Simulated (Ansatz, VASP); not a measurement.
# Two plane-wave programs on Ru

INCAR

```
PREC = Accurate ; ENCUT = 520
EDIFF = 1E-6 ; ISMEAR = 0
SIGMA = 0.15 ; LREAL = False
LASPH = True ; NELM = 60
ALGO = Fast ; ISIF = 2
LWAVE = False ; LCHARG = True
GGA = PE ; LELF = True
LVHAR = True ; NBANDS = 21
```

The input KPOINTS:

```
regular mesh
0
Gamma
  24 24 12
```

POSCAR

```
Ru
1.0
    3.0608002069      0.0000000000      0.0000000000
   -1.5304001034      2.0358511869      0.0000000000
    0.0000000000      0.0000000000      4.2819000000
Ru
2
Direct
    0.3333333333      0.6666666667      0.2500000000
    0.6666666667      0.3333333333      0.7500000000
```

Input for Ansatz:

```yaml
crystal:
  lattice:
    - [3.0608002069, 0.0, 0.0]
    - [-1.5304001034, 2.0358511869, 0.0]
    - [0.0, 0.0, 4.2819]
  atoms:
    - { symbol: Ru, position: [0.3333333333, 0.6666666667, 0.25] }
    - { symbol: Ru, position: [0.6666666667, 0.3333333333, 0.75] }
basis:
  ecutwfc: 420
kpoints:
  mp_grid: { grid: [24, 24, 12] }
hamiltonian:
  xc: pbe
scf:
  occupations: { method: gaussian, width: 0.15 }
output:
  forces: true
  stress: true
  eigenvalues: true
  write_density: true
  write_potential: true
  elf: true
  volumetric_format: npy
```

Change from the starting cell: strain +0.1312 x Voigt [1, -1, 0, 0, 0, 0], atoms carried along.

Alike in both runs: task single point; functional PBE; k mesh 24 × 24 × 12; occupations gaussian, width 0.15 eV; no spin polarisation.

|  | VASP | Ansatz |
| --- | --- | --- |
| version | VASP 6.6.1 | Ansatz 0.2.0 |
| potentials or method | VASP PAW PBE potentials, release 64 (Ru_pv), cutoff 520 eV | scalar-relativistic, plane waves, PAW |
| valence electrons in the cell | 28 | 32 |

VASP gave:

| Property | Result |
| --- | --- |
| gap on the k mesh at the Fermi level (eV) | none |
| pressure (GPa) | 23.5 |
| traceless stress, the component that is largest in VASP (GPa) | 36.56 |
| rms of the force components (eV/Å) | 0.595 |

Problem. Estimate Ansatz's values.

Solution. gap on the k mesh at the Fermi level (eV): none; pressure (GPa): 23.4; traceless stress, the component that is largest in VASP (GPa): 36.56; rms of the force components (eV/Å): 0.592.

Atom by atom the forces differ by 0.003 eV/Å (rms over components). A gap of «none» marks a metal or a gap that the smearing closes. VASP's potentials hold 28 valence electrons a cell and Ansatz's 32, so a difference there can come from the potentials and not from the codes.
